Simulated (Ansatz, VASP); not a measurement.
## One calculation of Mn, two programs

The input INCAR:

```
SYSTEM = Mn
ALGO = Fast
EDIFF = 1E-7
EDIFFG = -0.01
ENCUT = 600
GGA = PS
IBRION = 2
ISIF = 3
ISMEAR = 0
LASPH = .TRUE.
LCHARG = .FALSE.
LREAL = .FALSE.
LWAVE = .FALSE.
NELM = 80
NSW = 80
PREC = Accurate
SIGMA = 0.1
```

The input KPOINTS:

```
k-points
0
G
  18 18 6
  0 0 0
```

Contents of POSCAR:

```
Mn
1.0
    2.4530678099      0.0000000000      0.0000000000
   -1.2265339050      2.1244190406      0.0000000000
    0.0000000000      0.0000000000      7.9209282478
Mn
4
Direct
    0.0000000000      0.0000000000      0.0000000000
    0.3333333333      0.6666666667      0.2500000000
    0.0000000000      0.0000000000      0.5000000000
    0.6666666667      0.3333333333      0.7500000000
```

Input for Ansatz:

```yaml
crystal:
  lattice:
    - [2.4530678099, 0.0, 0.0]
    - [-1.226533905, 2.1244190406, 0.0]
    - [0.0, 0.0, 7.9209282478]
  atoms:
    - { symbol: Mn, position: [0.0, 0.0, 0.0] }
    - { symbol: Mn, position: [0.3333333333, 0.6666666667, 0.25] }
    - { symbol: Mn, position: [0.0, 0.0, 0.5] }
    - { symbol: Mn, position: [0.6666666667, 0.3333333333, 0.75] }
basis:
  ecutwfc: 420
kpoints:
  mp_grid: { grid: [18, 18, 6] }
hamiltonian:
  xc: pbesol
scf:
  occupations: { method: gaussian, width: 0.1 }
output:
  forces: true
  stress: true
  eigenvalues: true
relax:
  adjacent_minimum: "off"
  f_tol: 0.01
  max_steps: 60
  cell: { stress_tol: 0.1 }
```

Alike in both runs: task relaxation of cell and atoms; functional PBEsol; k mesh 18 × 18 × 6; occupations gaussian, width 0.1 eV; no spin polarisation.

|  | VASP | Ansatz |
| --- | --- | --- |
| version | VASP 6.6.1 | Ansatz 0.2.0 |
| potentials or method | VASP PAW PBE potentials, release 64 (Mn_pv), cutoff 600 eV | scalar-relativistic, plane waves, PAW |
| valence electrons in the cell | 52 | 60 |

|  | VASP | Ansatz | Ansatz less VASP |
| --- | --- | --- | --- |
| gap on the k mesh at the Fermi level, each at its own relaxed structure (eV) | none | none | - |
| relaxed volume (Å³/atom) | 10.31 | 10.32 | +0.008 |
| relaxed length of the cell vector where the two differ most in proportion (Å) | 7.914 | 7.917 | +0.0027 |

VASP's potentials were made for PBE, not for PBEsol. A gap of «none» marks a metal or a gap that the smearing closes. VASP's potentials hold 52 valence electrons a cell and Ansatz's 60, so a difference there can come from the potentials and not from the codes.
